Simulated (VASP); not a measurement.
# CdS (F-43m) in VASP: further runs

Runs on CdS. Level: PBEsol. Tasks: single point.

Program: VASP 6.6.1. These are calculated values, not measurements. Logs are shortened: lines on timing, memory, paths and dates and some standing lists are left out, and cuts for length are marked.

### 1 The cell of the first run

It takes space group F-43m (No. 216, cubic). The conventional cell has a = 4.822 Å, b = 4.822 Å, c = 4.822 Å, α = 90.00°, β = 90.00°, γ = 90.00°. Within 2.8 Å of Cd (site symmetry -43m) lie 4 S at 2.09 Å. Within 2.8 Å of S (site symmetry -43m) lie 4 Cd at 2.09 Å.

### 2 Single point, PBEsol

Contents of INCAR:

```
SYSTEM = CdS
  PREC = Accurate
  ENCUT = 520
  EDIFF = 1E-7
  ISMEAR = -1
  SIGMA = 0.03
  LREAL = .False.
  LASPH = .True.
  NELM = 60
  ALGO = Normal
  ISIF = 2
  LWAVE = .False.
  LCHARG = .False.
  GGA = PS
  NBANDS = 16
```

Contents of KPOINTS:

```
regular mesh
0
Gamma
  8 8 8
  0 0 0
```

Contents of POSCAR:

```
CdS
1.0
    0.0000000000      2.4112243722      2.4112243722
    2.4112243722      0.0000000000      2.4112243722
    2.4112243722      2.4112243722      0.0000000000
Cd S
1 1
Direct
    0.0000000000      0.0000000000      0.0000000000
    0.7500000000      0.7500000000      0.7500000000
```

Potentials or basis: VASP PAW PBE potentials, release 64 (Cd, S).

The run is started by

```bash
$ cat potpaw_PBE.64/Cd/POTCAR potpaw_PBE.64/S/POTCAR > POTCAR
$ mpirun -np 1 vasp_std > vasp.out
```

OUTCAR:

```text
SYSTEM = CdS
   PREC = Accurate
   ENCUT = 520
   EDIFF = 1E-7
   ISMEAR = -1
   LREAL = .False.
   LASPH = .True.
   NELM = 60
   ISIF = 2
   GGA = PS

 ion  position               nearest neighbor table
   1  0.000  0.000  0.000-   2 2.09   2 2.09   2 2.09   2 2.09
   2  0.750  0.750  0.750-   1 2.09   1 2.09   1 2.09   1 2.09

  LATTYP: Found a face centered cubic cell.
 ALAT       =     4.8224487444

  Lattice vectors:

 A1 = (   0.0000000000,   2.4112243722,   2.4112243722)
 A2 = (   2.4112243722,   0.0000000000,   2.4112243722)
 A3 = (   2.4112243722,   2.4112243722,   0.0000000000)

Analysis of symmetry for initial positions (statically):
=====================================================================
 Subroutine PRICEL returns:
 Original cell was already a primitive cell.

 Routine SETGRP: Setting up the symmetry group for a
 face centered cubic supercell.

 Subroutine GETGRP returns: Found 24 space group operations
 (whereof 24 operations were pure point group operations)
 out of a pool of 48 trial point group operations.

The static configuration has the point symmetry T_d .

Analysis of symmetry for dynamics (positions and initial velocities):
=====================================================================
 Subroutine PRICEL returns:
 Original cell was already a primitive cell.

 Routine SETGRP: Setting up the symmetry group for a
 face centered cubic supercell.

 Subroutine GETGRP returns: Found 24 space group operations
 (whereof 24 operations were pure point group operations)
 out of a pool of 48 trial point group operations.

The dynamic configuration has the point symmetry T_d .

 Subroutine INISYM returns: Found 24 space group operations
 (whereof 24 operations are pure point group operations),
 and found     1 'primitive' translations

----------------------------------------------------------------------------------------

                                     Primitive cell

  volume of cell :      28.0377

  direct lattice vectors                    reciprocal lattice vectors
     0.000000000  2.411224372  2.411224372    -0.207363531  0.207363531  0.207363531
     2.411224372  0.000000000  2.411224372     0.207363531 -0.207363531  0.207363531
     2.411224372  2.411224372  0.000000000     0.207363531  0.207363531 -0.207363531

  length of vectors
     3.409986209  3.409986209  3.409986209     0.359164171  0.359164171  0.359164171

  position of ions in fractional coordinates (direct lattice)
     0.000000000  0.000000000  0.000000000
     0.750000000  0.750000000  0.750000000

  ion indices of the primitive-cell ions
   primitive index   ion index
                 1           1
                 2           2

----------------------------------------------------------------------------------------

 KPOINTS: regular mesh

Automatic generation of k-mesh.
 Grid dimensions read from file:
 generate k-points for:    8    8    8

 Generating k-lattice:

  Cartesian coordinates                     Fractional coordinates (reciprocal lattice)
    -0.025920441  0.025920441  0.025920441     0.125000000  0.000000000  0.000000000
     0.025920441 -0.025920441  0.025920441     0.000000000  0.125000000  0.000000000
     0.025920441  0.025920441 -0.025920441     0.000000000  0.000000000  0.125000000

  Length of vectors
     0.044895521  0.044895521  0.044895521

  Shift w.r.t. Gamma in fractional coordinates (k-lattice)
     0.000000000  0.000000000  0.000000000

 Subroutine IBZKPT returns following result:
 ===========================================

 Found     29 irreducible k-points:

 Following reciprocal coordinates:
            Coordinates               Weight
  0.000000  0.000000  0.000000      1.000000
  0.125000  0.000000  0.000000      8.000000
  0.250000  0.000000  0.000000      8.000000
  0.375000  0.000000  0.000000      8.000000
  0.500000  0.000000  0.000000      4.000000
  0.125000  0.125000  0.000000      6.000000
[... 16 lines left out ...]
  0.500000  0.250000  0.125000     48.000000
 -0.375000  0.250000  0.125000     24.000000
 [... further k-points ...]
   k-points           NKPTS =     29   k-points in BZ     NKDIM =     29   number of bands    NBANDS=     16
   number of dos      NEDOS =    301   number of ions     NIONS =      2
   total plane-waves  NPLWV =  21952
   dimension x,y,z NGX =    28 NGY =   28 NGZ =   28
   dimension x,y,z NGXF=    56 NGYF=   56 NGZF=   56
   ions per type =               1   1
   NGX,Y,Z   is equivalent  to a cutoff of  13.65, 13.65, 13.65 a.u.
   NGXF,Y,Z  is equivalent  to a cutoff of  27.30, 27.30, 27.30 a.u.
 SYSTEM =  CdS
   PREC   = accura    normal or accurate (medium, high low for compatibility)
   ISTART =      0    job   : 0-new  1-cont  2-samecut
   ICHARG =      2    charge: 1-file 2-atom 10-const
   ISPIN  =      1    spin polarized calculation?
   LNONCOLLINEAR =      F non collinear calculations
   LSORBIT =      F    spin-orbit coupling
   LASPH  =      T    aspherical Exc in radial PAW
   ENCUT  =  520.0 eV  38.22 Ry    6.18 a.u.   6.34  6.34  6.34*2*pi/ulx,y,z
   NELM   =     60;   NELMIN=  2; NELMDL= -5     # of ELM steps
   EDIFF  = 0.1E-06   stopping-criterion for ELM
   LREAL  =      F    real-space projection
   EDIFFG = 0.1E-05   stopping-criterion for IOM
   NSW    =      0    number of steps for IOM
   IBRION =     -1    ionic relax: 0-MD 1-quasi-New 2-CG
   NFREE  =      0    steps in history (QN), initial steepest desc. (CG)
   ISIF   =      2    stress and relaxation
   ISYM   =      2    0-nonsym 1-usesym 2-fastsym
   POTIM  = 0.5000    time-step for ionic-motion
   TEBEG  =    0.0;   TEEND  =   0.0 temperature during run
   PSTRESS=    0.0 pullay stress
   NELECT =      18.0000    total number of electrons
   NUPDOWN=      -1.0000    fix difference up-down
   EMIN   =  10.00;   EMAX   =-10.00  energy-range for DOS
   EFERMI =   0.00;   METHOD = LEGACY
   ISMEAR =    -1;   SIGMA  =   0.03  broadening in eV -4-tet -1-fermi 0-gaus
   EFERMI_NEDOS =   21; number of points for ismear=-14 and -15
   IALGO  =     38    algorithm
   IMIX   =      4    mixing-type and parameters
     AMIX     =   0.40;   BMIX     =  1.00
     AMIX_MAG =   1.60;   BMIX_MAG =  1.00
  volume/ion in A,a.u.               =      14.02        94.60
  Fermi-wavevector in a.u.,A,eV,Ry     =   1.412271  2.668805 27.136948  1.994509
  Thomas-Fermi vector in A             =   2.534037
   LORBIT       =      0    0 simple, 1 ext, 2 COOP (PROOUT), +10 PAW based schemes
   GGA     = PS    functional components
   LHFCALC =     F    Hartree Fock is set to
   AEXX    =    0.0000 exact exchange contribution
   IVDW    =     0    specifies the selected vdW correction
   LEPSILON=     F    determine dielectric tensor
   LRPA    =     F    only Hartree local field effects (RPA)
 non-spin polarized calculation
  energy-cutoff  :      520.00
  volume of cell :       28.04
 maximum number of plane-waves:       775
 NGX is ok and might be reduce to    28

 number of electron      17.9999999 magnetization

 Free energy of the ion-electron system (eV)
  ---------------------------------------------------
  ext. energy  EPLUGINS =         0.00000000
  ---------------------------------------------------
  free energy    TOTEN  =        -1.60097787 eV

  energy without entropy =       -1.60097787  energy(sigma->0) =       -1.60097787

 E-fermi :   9.0797     XC(G=0): -12.3240

 val. band max:        8.4949099936   @ k =   0.0000   0.0000   0.0000
 cond. band min:      10.2529395226   @ k =   0.0000   0.0000   0.0000
 fundamental gap:      1.7580295289
 Fermi energy:         9.0796794742

 k-point     1 :       0.0000    0.0000    0.0000
  band No.  band energies     occupation
      1      -9.5133      2.00000
      2      -3.8432      2.00000
      3      -3.8432      2.00000
      4      -3.8432      2.00000
      5      -2.1854      2.00000
      6      -2.1854      2.00000
[... 8 lines left out ...]
     15      20.3692      0.00000
     16      21.7794      0.00000

 k-point     2 :       0.1250    0.0000    0.0000
  band No.  band energies     occupation
      1      -9.3375      2.00000
      2      -3.8061      2.00000
      3      -3.7706      2.00000
      4      -3.7706      2.00000
      5      -2.1960      2.00000
      6      -2.1960      2.00000
[... 8 lines left out ...]
     15      19.3856      0.00000
     16      21.2750      0.00000

 k-point     3 :       0.2500    0.0000    0.0000
  band No.  band energies     occupation
      1      -8.9081      2.00000
      2      -3.6164      2.00000
      3      -3.6164      2.00000
      4      -3.5481      2.00000
      5      -2.1794      2.00000
      6      -2.1794      2.00000
[... 8 lines left out ...]
     15      19.0872      0.00000
     16      20.8470      0.00000

 k-point     4 :       0.3750    0.0000    0.0000
  band No.  band energies     occupation
      1      -8.4899      2.00000
      2      -3.5079      2.00000
      3      -3.5079      2.00000
      4      -2.7349      2.00000
      5      -2.0819      2.00000
      6      -2.0819      2.00000
[... 8 lines left out ...]
     15      20.4207      0.00000
     16      21.1737      0.00000
[... 324 lines left out ...]
 k-point    22 :       0.3750    0.2500    0.1250
  band No.  band energies     occupation
      1      -8.5924      2.00000
      2      -3.6380      2.00000
      3      -3.3999      2.00000
      4      -3.2521      2.00000
      5      -2.2924      2.00000
      6      -1.9683      2.00000
[... 8 lines left out ...]
     15      21.0768      0.00000
     16      23.9112      0.00000

 k-point    23 :       0.5000    0.2500    0.1250
  band No.  band energies     occupation
      1      -8.2701      2.00000
      2      -3.4441      2.00000
      3      -3.2939      2.00000
      4      -2.8030      2.00000
      5      -2.0953      2.00000
      6      -1.6734      2.00000
[... 8 lines left out ...]
     15      21.7870      0.00000
     16      24.3964      0.00000

 k-point    24 :      -0.3750    0.2500    0.1250
  band No.  band energies     occupation
      1      -8.1469      2.00000
      2      -3.4407      2.00000
      3      -3.2106      2.00000
      4      -2.4707      2.00000
      5      -2.0941      2.00000
      6      -0.5977      2.00000
[... 8 lines left out ...]
     15      21.3078      0.00000
     16      23.6405      0.00000

 [... further k-points ...]
[... 5 lines left out ...]
  --------------------------------------------------------------------------------------
  -------------------------------------------------------------------------------------
  Total       22.9418239     22.9418239     22.9418239      0.0000000      0.0000000      0.0000000
  in kB     1310.9787574   1310.9787574   1310.9787574      0.0000000      0.0000000      0.0000000
  external PRESSURE =    1310.9787574 kB  Pullay stress =       0.0000000 kB

 VOLUME and BASIS-vectors are now :
 -----------------------------------------------------------------------------
  energy-cutoff  :      520.00
  volume of cell :       28.04
      direct lattice vectors                 reciprocal lattice vectors
     0.000000000  2.411224372  2.411224372    -0.207363531  0.207363531  0.207363531
     2.411224372  0.000000000  2.411224372     0.207363531 -0.207363531  0.207363531
     2.411224372  2.411224372  0.000000000     0.207363531  0.207363531 -0.207363531

 POSITION                                       TOTAL-FORCE (eV/Angst)
 -----------------------------------------------------------------------------------
      0.00000      0.00000      0.00000        -0.000000      0.000000     -0.000000
      3.61684      3.61684      3.61684         0.000000     -0.000000      0.000000
 -----------------------------------------------------------------------------------
    total drift:                                0.000000      0.000000      0.000000

  FREE ENERGIE OF THE ION-ELECTRON SYSTEM (eV)
  ---------------------------------------------------
  free  energy   TOTEN  =        -1.6009778674 eV

  energy  without entropy=       -1.6009778673  energy(sigma->0) =       -1.60097787
```

Wall time 25 s (1 thread of Intel Xeon 8259CL, shared host); peak memory 0.16 GiB.

What came out:

```
Free energy            : -1.6010 eV
Pressure               : 131.1 GPa
Band gap on the k mesh : 1.76 eV, direct
```

Caveat: the PAW data sets were made with another functional, which shifts forces and pressure a little. A k mesh can miss the band edges.

### 3 Single point, PBEsol

Contents of INCAR:

```
PREC = Accurate
ENCUT = 520
EDIFF = 1E-7
ISMEAR = -1
SIGMA = 0.03
LREAL = F
LASPH = T
NELM = 60
ALGO = Normal
ISIF = 2
LWAVE = F
LCHARG = T
GGA = PS
LELF = T
LVHAR = T
NBANDS = 16
```

Contents of KPOINTS:

```
regular mesh
0
Gamma
  8 8 8
```

POSCAR is that of step 2.

Potentials or basis: VASP PAW PBE potentials, release 64 (Cd, S).

The run is started by

```bash
$ cat potpaw_PBE.64/Cd/POTCAR potpaw_PBE.64/S/POTCAR > POTCAR
$ mpirun -np 1 vasp_std > vasp.out
```

OUTCAR:

```text
PREC = Accurate
   ENCUT = 520
   EDIFF = 1E-7
   ISMEAR = -1
   LREAL = F
   LASPH = T
   NELM = 60
   ISIF = 2
   GGA = PS

 ion  position               nearest neighbor table
   1  0.000  0.000  0.000-   2 2.09   2 2.09   2 2.09   2 2.09
   2  0.750  0.750  0.750-   1 2.09   1 2.09   1 2.09   1 2.09

  LATTYP: Found a face centered cubic cell.
 ALAT       =     4.8224487444

  Lattice vectors:

 A1 = (   0.0000000000,   2.4112243722,   2.4112243722)
 A2 = (   2.4112243722,   0.0000000000,   2.4112243722)
 A3 = (   2.4112243722,   2.4112243722,   0.0000000000)

Analysis of symmetry for initial positions (statically):
=====================================================================
 Subroutine PRICEL returns:
 Original cell was already a primitive cell.

 Routine SETGRP: Setting up the symmetry group for a
 face centered cubic supercell.

 Subroutine GETGRP returns: Found 24 space group operations
 (whereof 24 operations were pure point group operations)
[... 153 lines left out ...]

 number of electron      17.9999999 magnetization

 Free energy of the ion-electron system (eV)
  ---------------------------------------------------
  ext. energy  EPLUGINS =         0.00000000
  ---------------------------------------------------
  free energy    TOTEN  =        -1.60097787 eV

  energy without entropy =       -1.60097787  energy(sigma->0) =       -1.60097787

 E-fermi :   9.0797     XC(G=0): -12.3240

 val. band max:        8.4949099936   @ k =   0.0000   0.0000   0.0000
 cond. band min:      10.2529395226   @ k =   0.0000   0.0000   0.0000
 fundamental gap:      1.7580295289
 Fermi energy:         9.0796794742

 k-point     1 :       0.0000    0.0000    0.0000
  band No.  band energies     occupation
      1      -9.5133      2.00000
      2      -3.8432      2.00000
      3      -3.8432      2.00000
      4      -3.8432      2.00000
      5      -2.1854      2.00000
      6      -2.1854      2.00000
[... 433 lines left out ...]
      3      -3.2106      2.00000
      4      -2.4707      2.00000
      5      -2.0941      2.00000
      6      -0.5977      2.00000
[... 8 lines left out ...]
     15      21.3078      0.00000
     16      23.6405      0.00000

 [... further k-points ...]
[... 5 lines left out ...]
  --------------------------------------------------------------------------------------
  -------------------------------------------------------------------------------------
  Total       22.9418239     22.9418239     22.9418239      0.0000000      0.0000000      0.0000000
  in kB     1310.9787574   1310.9787574   1310.9787574      0.0000000      0.0000000      0.0000000
  external PRESSURE =    1310.9787574 kB  Pullay stress =       0.0000000 kB

 VOLUME and BASIS-vectors are now :
 -----------------------------------------------------------------------------
  energy-cutoff  :      520.00
  volume of cell :       28.04
      direct lattice vectors                 reciprocal lattice vectors
     0.000000000  2.411224372  2.411224372    -0.207363531  0.207363531  0.207363531
     2.411224372  0.000000000  2.411224372     0.207363531 -0.207363531  0.207363531
     2.411224372  2.411224372  0.000000000     0.207363531  0.207363531 -0.207363531

 POSITION                                       TOTAL-FORCE (eV/Angst)
 -----------------------------------------------------------------------------------
      0.00000      0.00000      0.00000        -0.000000      0.000000     -0.000000
      3.61684      3.61684      3.61684         0.000000     -0.000000      0.000000
 -----------------------------------------------------------------------------------
    total drift:                                0.000000      0.000000      0.000000

  FREE ENERGIE OF THE ION-ELECTRON SYSTEM (eV)
  ---------------------------------------------------
  free  energy   TOTEN  =        -1.6009778674 eV

  energy  without entropy=       -1.6009778673  energy(sigma->0) =       -1.60097787
```

OSZICAR:

```text
N       E                     dE             d eps       ncg     rms          rms(c)
DAV:   1     0.115253563686E+03    0.11525E+03   -0.10003E+04   984   0.113E+03
DAV:   2     0.681703800036E+00   -0.11457E+03   -0.10938E+03  1128   0.278E+02
DAV:   3    -0.248697618135E+01   -0.31687E+01   -0.31648E+01  1088   0.482E+01
DAV:   4    -0.249989705888E+01   -0.12921E-01   -0.12920E-01  1184   0.317E+00
DAV:   5    -0.249998577498E+01   -0.88716E-04   -0.88716E-04  1088   0.247E-01    0.306E+01
DAV:   6    -0.169375099033E+01    0.80623E+00   -0.10189E+00  1360   0.199E+01    0.205E+01
DAV:   7    -0.161379813948E+01    0.79953E-01   -0.58991E-01  1136   0.647E+00    0.429E+00
DAV:   8    -0.160225183906E+01    0.11546E-01   -0.68104E-02  1048   0.384E+00    0.104E+00
DAV:   9    -0.160096189333E+01    0.12899E-02   -0.96983E-03  1152   0.102E+00    0.887E-02
DAV:  10    -0.160097222309E+01   -0.10330E-04   -0.16386E-04  1040   0.175E-01    0.615E-02
DAV:  11    -0.160097675895E+01   -0.45359E-05   -0.69999E-06  1232   0.344E-02    0.207E-02
DAV:  12    -0.160097792511E+01   -0.11662E-05   -0.14104E-06  1128   0.102E-02    0.661E-03
DAV:  13    -0.160097786737E+01    0.57741E-07   -0.85745E-08   928   0.390E-03
   1 F= -.16009779E+01 E0= -.16009779E+01  d E =-.246728E-10
```

stdout:

```text
POSCAR found type information on POSCAR CdS
 POSCAR found :  2 types and       2 ions
 scaLAPACK will be used
 -----------------------------------------------------------------------------
|                                                                             |
|                                                                             |
|     You enforced a specific xc type in the INCAR file but a different       |
|     I HOPE YOU KNOW WHAT YOU ARE DOING!                                     |
|                                                                             |
 -----------------------------------------------------------------------------

 LDA part: xc-table for (Slater+PW92), standard interpolation
 POSCAR, INCAR and KPOINTS ok, starting setup
 FFT: planning ... GRIDC
 FFT: planning ... GRID_SOFT
 FFT: planning ... GRID
 WAVECAR not read
 entering main loop
```

Wall time 27 s (1 thread of Intel Xeon 8259CL, shared host); peak memory 0.16 GiB.

Results:

- Free energy: -1.6010 eV
- Pressure: 131.1 GPa
- Band gap on the k mesh: 1.76 eV, direct

Levels at points of the mesh, in eV from the valence-band top:
| k point | band 7 | band 8 | band 9 | band 10 | band 11 | band 12 |
| --- | --- | --- | --- | --- | --- | --- |
| (0.00, 0.00, 0.00) | 0.00 | 0.00 | 0.00 | 1.76 | 5.32 | 5.32 |
| (0.50, 0.00, 0.00) | -9.14 | -2.08 | -2.08 | 2.85 | 6.05 | 6.05 |
| (0.50, 0.50, 0.00) | -7.30 | -4.96 | -4.96 | 1.99 | 3.42 | 11.46 |

Caveat: the PAW data sets were made with another functional, which shifts forces and pressure a little. A k mesh can miss the band edges.

(Continued in part 2 of 2.)
